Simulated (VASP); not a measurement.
# Ti in VASP: further runs, part 2 of 2

VASP 6.6.1.

**4. Single point, PBEsol**

This run uses another cell than the first one, of 17.41 Å³/atom.

The input, INCAR:

```
SYSTEM = Ti
PREC = Accurate
ENCUT = 500
EDIFF = 1E-6
ISMEAR = -1
SIGMA = 0.05
LREAL = .False.
LASPH = .True.
NELM = 120
ALGO = Normal
ISIF = 2
LWAVE = .False.
LCHARG = .False.
GGA = PS
NBANDS = 12
GGA_COMPAT = .False.
```

The input, KPOINTS:

```
Automatic mesh
0
Gamma
  11 11 11
  0 0 0
```

The input, POSCAR:

```
Ti
1.0
    0.0000000000      2.0706000000      2.0300000000
    2.0706000000      0.0000000000      2.0300000000
    2.0706000000      2.0706000000      0.0000000000
Ti
1
Direct
    0.0000000000      0.0000000000      0.0000000000
```

Command:

```console
> cat potpaw_PBE.64/Ti_sv/POTCAR > POTCAR
> mpirun -np 1 vasp_std > vasp.out
```

Wall time 9.6 s (1 thread of Intel Xeon 6975P-C (Granite Rapids), shared host); peak memory 0.15 GiB.

The run converged. Its results:

| Property | Result |
| --- | --- |
| Free energy | -8.2802 eV |
| Pressure | -4.9 GPa |
| Band gap on the k mesh | zero (bands 6 and 7 overlap by 1.14 eV) |

Stress tensor (GPa, compression positive):
```
-5.33  0.00  0.00
 0.00 -5.33  0.00
 0.00  0.00 -4.11
```

Levels at points of the mesh, in eV from the Fermi level:
```
           k point  band 2  band 3  band 4  band 5  band 6  band 7  band 8  band 9  band 10  band 11
(0.00, 0.00, 0.00)  -32.43  -32.43  -32.43   -6.09    0.83    0.83    0.98    2.41     2.59    15.26
```

Caveat: the cell stands under tension; the PAW data sets were made with another functional, which shifts forces and pressure a little.

**5. Single point, PBEsol**

This run uses another cell than the first one, of 18.10 Å³/atom.

The input, INCAR:

```
PREC = Accurate
ENCUT = 500
EDIFF = 1E-6
ISMEAR = -1
SIGMA = 0.05
LREAL = False
LASPH = True
NELM = 120
ALGO = Normal
ISIF = 2
LWAVE = False
LCHARG = True
GGA = PS
LELF = True
LVHAR = True
NBANDS = 12
GGA_COMPAT = False
```

The input, KPOINTS:

```
Automatic mesh
0
Gamma
  11 11 11
```

The input, POSCAR:

```
Ti
1.0
    0.0000000000      2.1112000000      2.0300000000
    2.1112000000      0.0000000000      2.0300000000
    2.1112000000      2.1112000000      0.0000000000
Ti
1
Direct
    0.0000000000      0.0000000000      0.0000000000
```

Command:

```console
> cat potpaw_PBE.64/Ti_sv/POTCAR > POTCAR
> mpirun -np 1 vasp_std > vasp.out
```

Run time: 10 s. Hardware: 1 thread of Intel Xeon 6975P-C (Granite Rapids), shared host; peak memory 0.15 GiB.

It converged, with:

```
Free energy            : -8.2496 eV
Pressure               : -8.4 GPa
Band gap on the k mesh : zero (bands 6 and 7 overlap by 1.06 eV)
```

Stress tensor (GPa, compression positive):
```
-8.96  0.00  0.00
 0.00 -8.96  0.00
 0.00  0.00 -7.17
```

Levels at points of the mesh, in eV from the Fermi level:
```
           k point  band 3  band 4  band 5  band 6  band 7  band 8  band 9  band 10
(0.00, 0.00, 0.00)  -32.55  -32.54   -6.00    0.76    0.76    1.05    2.21     2.54
```

Caveat: the cell stands under tension; the PAW data sets were made with another functional, which shifts forces and pressure a little.

**6. Single point, HSE06**

This run uses another cell than the first one, of 17.07 Å³/atom.

The input, POSCAR:

```
Ti
1.0
    0.0000000000      2.0434441004      2.0434441004
    2.0434441004      0.0000000000      2.0434441004
    2.0434441004      2.0434441004      0.0000000000
Ti
1
Direct
    0.0000000000      0.0000000000      0.0000000000
```

The input, INCAR.step1:

```
SYSTEM = Ti
  PREC = Accurate
  ENCUT = 520
  EDIFF = 1E-5
  ISMEAR = -1
  SIGMA = 0.05
  LREAL = .False.
  LASPH = .True.
  NELM = 60
  ALGO = Normal
  ISIF = 2
  LWAVE = .True.
  LCHARG = .False.
  NBANDS = 12
  GGA = PE
```

The input, INCAR.step2:

```
SYSTEM = Ti
  PREC = Accurate
  ENCUT = 520
  EDIFF = 1E-7
  ISMEAR = -1
  SIGMA = 0.05
  LREAL = .False.
  LASPH = .True.
  NELM = 60
  ALGO = Normal
  ISIF = 2
  LWAVE = .False.
  LCHARG = .False.
  GGA = PE
  LHFCALC = .True.
  HFSCREEN = 0.2079
  PRECFOCK = Normal
  NBANDS = 12
  ISTART = 1
```

The input, KPOINTS:

```
regular mesh
0
Gamma
  6 6 6
  0 0 0
```

Potentials or basis: VASP PAW PBE potentials, release 64 (Ti_sv).

Command:

```console
> cat potpaw_PBE.64/Ti_sv/POTCAR > POTCAR
> cp INCAR.step1 INCAR
> mpirun -np 1 vasp_std > vasp.out
> cp INCAR.step2 INCAR
> mpirun -np 1 vasp_std > vasp.out
```

OUTCAR:

```text
SYSTEM = Ti
   PREC = Accurate
   ENCUT = 520
   EDIFF = 1E-7
   ISMEAR = -1
   LREAL = .False.
   LASPH = .True.
   NELM = 60
   ISIF = 2
   GGA = PE
   LHFCALC = .True.
   HFSCREEN = 0.2079
   PRECFOCK = Normal
   ISTART = 1

 ion  position               nearest neighbor table
   1  0.000  0.000  0.000-

  LATTYP: Found a face centered cubic cell.
 ALAT       =     4.0868882008

  Lattice vectors:

 A1 = (   0.0000000000,   2.0434441004,   2.0434441004)
 A2 = (   2.0434441004,   0.0000000000,   2.0434441004)
 A3 = (   2.0434441004,   2.0434441004,   0.0000000000)

Analysis of symmetry for initial positions (statically):
=====================================================================
 Subroutine PRICEL returns:
 Original cell was already a primitive cell.

 Routine SETGRP: Setting up the symmetry group for a
 face centered cubic supercell.

 Subroutine GETGRP returns: Found 48 space group operations
 (whereof 48 operations were pure point group operations)
 out of a pool of 48 trial point group operations.

The static configuration has the point symmetry O_h .

Analysis of symmetry for dynamics (positions and initial velocities):
=====================================================================
 Subroutine PRICEL returns:
 Original cell was already a primitive cell.

 Routine SETGRP: Setting up the symmetry group for a
 face centered cubic supercell.

 Subroutine GETGRP returns: Found 48 space group operations
 (whereof 48 operations were pure point group operations)
 out of a pool of 48 trial point group operations.

The dynamic configuration has the point symmetry O_h .

 Subroutine INISYM returns: Found 48 space group operations
 (whereof 48 operations are pure point group operations),
 and found     1 'primitive' translations

----------------------------------------------------------------------------------------

                                     Primitive cell

  volume of cell :      17.0655

  direct lattice vectors                    reciprocal lattice vectors
     0.000000000  2.043444100  2.043444100    -0.244684941  0.244684941  0.244684941
     2.043444100  0.000000000  2.043444100     0.244684941 -0.244684941  0.244684941
     2.043444100  2.043444100  0.000000000     0.244684941  0.244684941 -0.244684941

  length of vectors
     2.889866361  2.889866361  2.889866361     0.423806750  0.423806750  0.423806750

  position of ions in fractional coordinates (direct lattice)
     0.000000000  0.000000000  0.000000000

  ion indices of the primitive-cell ions
   primitive index   ion index
                 1           1

----------------------------------------------------------------------------------------

 KPOINTS: regular mesh

Automatic generation of k-mesh.
 Grid dimensions read from file:
 generate k-points for:    6    6    6

 Generating k-lattice:

  Cartesian coordinates                     Fractional coordinates (reciprocal lattice)
    -0.040780824  0.040780824  0.040780824     0.166666667  0.000000000  0.000000000
     0.040780824 -0.040780824  0.040780824     0.000000000  0.166666667  0.000000000
     0.040780824  0.040780824 -0.040780824     0.000000000  0.000000000  0.166666667

  Length of vectors
     0.070634458  0.070634458  0.070634458
[... 32 lines left out ...]
   ions per type =               1
   NGX,Y,Z   is equivalent  to a cutoff of  13.81, 13.81, 13.81 a.u.
   NGXF,Y,Z  is equivalent  to a cutoff of  27.61, 27.61, 27.61 a.u.
 SYSTEM =  Ti
   PREC   = accura    normal or accurate (medium, high low for compatibility)
   ISTART =      1    job   : 0-new  1-cont  2-samecut
   ICHARG =      0    charge: 1-file 2-atom 10-const
   ISPIN  =      1    spin polarized calculation?
   LNONCOLLINEAR =      F non collinear calculations
   LSORBIT =      F    spin-orbit coupling
   LASPH  =      T    aspherical Exc in radial PAW
   ENCUT  =  520.0 eV  38.22 Ry    6.18 a.u.   5.37  5.37  5.37*2*pi/ulx,y,z
   NELM   =     60;   NELMIN=  2; NELMDL=  0     # of ELM steps
   EDIFF  = 0.1E-06   stopping-criterion for ELM
   LREAL  =      F    real-space projection
   EDIFFG = 0.1E-05   stopping-criterion for IOM
   NSW    =      0    number of steps for IOM
   IBRION =     -1    ionic relax: 0-MD 1-quasi-New 2-CG
   NFREE  =      0    steps in history (QN), initial steepest desc. (CG)
   ISIF   =      2    stress and relaxation
   ISYM   =      3    0-nonsym 1-usesym 2-fastsym
   POTIM  = 0.5000    time-step for ionic-motion
   TEBEG  =    0.0;   TEEND  =   0.0 temperature during run
   PSTRESS=    0.0 pullay stress
   NELECT =      12.0000    total number of electrons
   NUPDOWN=      -1.0000    fix difference up-down
   EMIN   =  10.00;   EMAX   =-10.00  energy-range for DOS
   EFERMI =   0.00;   METHOD = LEGACY
   ISMEAR =    -1;   SIGMA  =   0.05  broadening in eV -4-tet -1-fermi 0-gaus
   EFERMI_NEDOS =   21; number of points for ismear=-14 and -15
   IALGO  =     38    algorithm
   IMIX   =      1    mixing-type and parameters
     AMIX     =   0.40;   BMIX     =  1.00
     AMIX_MAG =   1.60;   BMIX_MAG =  1.00
  volume/ion in A,a.u.               =      17.07       115.16
  Fermi-wavevector in a.u.,A,eV,Ry     =   1.455780  2.751026 28.834774  2.119296
  Thomas-Fermi vector in A             =   2.572775
   LORBIT       =      0    0 simple, 1 ext, 2 COOP (PROOUT), +10 PAW based schemes
   GGA     = PE    functional components
   LHFCALC =     T    Hartree Fock is set to
   PRECFOCK=normal    Normal, Fast or Accurate (Low or Medium for compatibility)
   ENCUT4O =  -1.0   cutoff for four orbital integrals eV
   NKREDX  =     1    reduce k-point grid by
   NKREDY  =     1    reduce k-point grid by
   NKREDZ  =     1    reduce k-point grid by
   AEXX    =    0.2500 exact exchange contribution
   HFSCREEN=    0.2079 screening length (either q_TF or 0.3 A-1)
   HFSCREENC=   0.2079 screening length for correlation (either q_TF or 0.3 A-1)
   ENCUTFOCK=  -1.0 apply spherical cutoff to Coloumb kernel
   IVDW    =     0    specifies the selected vdW correction
   LEPSILON=     F    determine dielectric tensor
   LRPA    =     F    only Hartree local field effects (RPA)
 non-spin polarized calculation
  energy-cutoff  :      520.00
  volume of cell :       17.07
 maximum number of plane-waves:       471
 NGX is ok and might be reduce to    24
  NGX = 18; NGY = 18; NGZ = 18

 number of electron      12.0000003 magnetization

 Free energy of the ion-electron system (eV)
  ---------------------------------------------------
  ext. energy  EPLUGINS =         0.00000000
  ---------------------------------------------------
  free energy    TOTEN  =        -9.38202469 eV

  energy without entropy =       -9.37189990  energy(sigma->0) =       -9.37696230

 E-fermi :   8.4104     XC(G=0):  -9.5318

 val. band max:        8.3322312655   @ k =  -0.3333   0.3333   0.1667
 cond. band min:       8.5188866003   @ k =  -0.3333   0.3333   0.0000
 fundamental gap:      0.1866553348
 Fermi energy:         8.4104046757

 k-point     1 :       0.0000    0.0000    0.0000
  band No.  band energies     occupation
      1     -53.1774      2.00000
      2     -27.3345      2.00000
      3     -27.3345      2.00000
      4     -27.3345      2.00000
      5       1.0197      2.00000
      6       9.8168      0.00000
      7       9.8168      0.00000
      8       9.8168      0.00000
      9      11.9968      0.00000
     10      11.9968      0.00000
     11      24.5263      0.00000
     12      29.3515      0.00000
[... 211 lines left out ...]
 k-point    16 :      -0.3333    0.5000    0.1667
  band No.  band energies     occupation
      1     -52.9919      2.00000
      2     -27.9293      2.00000
      3     -27.7004      2.00000
      4     -27.5947      2.00000
      5       6.2502      2.00000
      6       6.9341      2.00000
      7       9.0825      0.00000
      8      11.9060      0.00000
      9      13.1819      0.00000
     10      16.0200      0.00000
     11      19.3870      0.00000
     12      20.0518      0.00000

------------------------ aborting loop because EDIFF is reached ----------------------------------------

  FORCE on cell =-STRESS in cart. coord.  units (eV):
  Direction    XX          YY          ZZ          XY          YZ          ZX
  --------------------------------------------------------------------------------------
  -------------------------------------------------------------------------------------
  Total        0.1149650      0.1149650      0.1149650     -0.0000000      0.0000000     -0.0000000
  in kB       10.7933944     10.7933944     10.7933944     -0.0000000      0.0000000     -0.0000000
  external PRESSURE =      10.7933944 kB  Pullay stress =       0.0000000 kB

 VOLUME and BASIS-vectors are now :
 -----------------------------------------------------------------------------
  energy-cutoff  :      520.00
  volume of cell :       17.07
      direct lattice vectors                 reciprocal lattice vectors
     0.000000000  2.043444100  2.043444100    -0.244684941  0.244684941  0.244684941
     2.043444100  0.000000000  2.043444100     0.244684941 -0.244684941  0.244684941
     2.043444100  2.043444100  0.000000000     0.244684941  0.244684941 -0.244684941

 POSITION                                       TOTAL-FORCE (eV/Angst)
 -----------------------------------------------------------------------------------
      0.00000      0.00000      0.00000         0.000000      0.000000      0.000000
 -----------------------------------------------------------------------------------
    total drift:                               -0.000000     -0.000000     -0.000000

  FREE ENERGIE OF THE ION-ELECTRON SYSTEM (eV)
  ---------------------------------------------------
  free  energy   TOTEN  =        -9.3820246932 eV

  energy  without entropy=       -9.3718999002  energy(sigma->0) =       -9.37696230
```

Run time: 19 min. Hardware: 1 thread of Intel Xeon Platinum 8259CL at 2.50GHz (Skylake/Cascade Lake), shared host; peak memory 0.25 GiB.

Results:

| Quantity | Value |
| --- | --- |
| Free energy | -9.3820 eV |
| Pressure | 1.1 GPa |
| Band gap on the k mesh | zero (bands 6 and 7 overlap by 1.48 eV) |

Levels at points of the mesh, in eV from the Fermi level:
```
           k point  band 4  band 5  band 6  band 7  band 8  band 9
(0.00, 0.00, 0.00)  -35.74   -7.39    1.41    1.41    1.41    3.59
(0.50, 0.00, 0.00)  -35.83   -3.23    0.26    1.42    1.42    4.54
(0.50, 0.50, 0.00)  -35.99   -3.02   -2.23    3.05    4.74    4.77
```

Caveat: the k points lie up to 0.44 Å⁻¹ apart, too coarse for converged energies and pressures of a metal; the PAW data sets were made with another functional, which shifts forces and pressure a little.

**7. The runs side by side**

```tsv
level	cell	k mesh	cutoff (eV)	grid for exact exchange (PRECFOCK)	share of exact exchange	screening parameter	gap on the mesh (eV)	pressure (GPa)
PBEsol	a = 2.814, b = 2.814, c = 2.756 Å, angles 60.7, 60.7, 58.6°, 1 atom	11 × 11 × 11	500	-	-	-	none	9.6
PBEsol	a = 2.842, b = 2.842, c = 2.813 Å, angles 60.3, 60.3, 59.3°, 1 atom	11 × 11 × 11	500	-	-	-	none	4.0
PBEsol	a = 2.900, b = 2.900, c = 2.928 Å, angles 59.7, 59.7, 60.7°, 1 atom	11 × 11 × 11	500	-	-	-	none	-4.9
PBEsol	a = 2.929, b = 2.929, c = 2.986 Å, angles 59.4, 59.4, 61.3°, 1 atom	11 × 11 × 11	500	-	-	-	none	-8.4
HSE06	a = 2.890 Å, angles 60.0°, 1 atom	6 × 6 × 6	520	Normal	0.25	0.2079 1/Å	none	1.1
```

Alike in all rows: task single point; potentials or basis VASP PAW PBE potentials, release 64 (Ti_sv); no spin polarisation; smearing fermi-dirac 0.05 eV.

Caveats: some runs use coarse meshes; the PAW data sets were made with another functional, which shifts forces and pressure a little; the cell stands under pressure (at least some runs); the cell stands under tension (at least some runs).

Absolute energies hang on the potentials; compare differences alone.
